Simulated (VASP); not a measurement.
The system is Li3Au.

```
Li Au
1.0
     0.00000    3.15100    3.15100
     3.15100    0.00000    3.15100
     3.15100    3.15100    0.00000
Li Au
3 1
Direct
  0.25000 0.25000 0.25000
  0.75000 0.75000 0.75000
  0.50000 0.50000 0.50000
  0.00000 0.00000 0.00000
```

| Quantity | Value |
| --- | --- |
| Program | VASP 6.6.1 |
| Task | relaxation of cell and atoms |
| Functional | PBEsol |
| Potentials or basis | VASP PAW PBE potentials, release 64 (Li_sv, Au) |
| Cutoff | 750 eV |
| k mesh | 6 × 6 × 6 |
| Occupations | fermi-dirac, width 0.05 eV |
| Spin | no spin polarisation |

At the start: pressure -1.5 GPa; volume 15.64 Å³/atom.

Problem. How do energy, volume and symmetry change on relaxing?

Solution. Over 3 steps the energy falls by 3.2 meV/atom and the volume is 14.99 Å³/atom (-4.2 %); space group Fm-3m (No. 225, to 0.1 Å) before and after.

Step by step:
```csv
step,energy change (eV),largest force (eV/Å),pressure (GPa),volume (Å³)
1,0.0000,0.0000,-1.49,62.57
2,-0.0093,0.0000,-0.79,61.27
3,-0.0127,0.0000,-0.02,59.97
```

Final structure:
```
Li Au
1.0
     0.00000    3.10669    3.10669
     3.10669    0.00000    3.10669
     3.10669    3.10669    0.00000
Li Au
3 1
Direct
  0.25000 0.25000 0.25000
  0.75000 0.75000 0.75000
  0.50000 0.50000 0.50000
  0.00000 0.00000 0.00000
```

Caveat: the PAW data sets were made with another functional, which shifts forces and pressure a little.
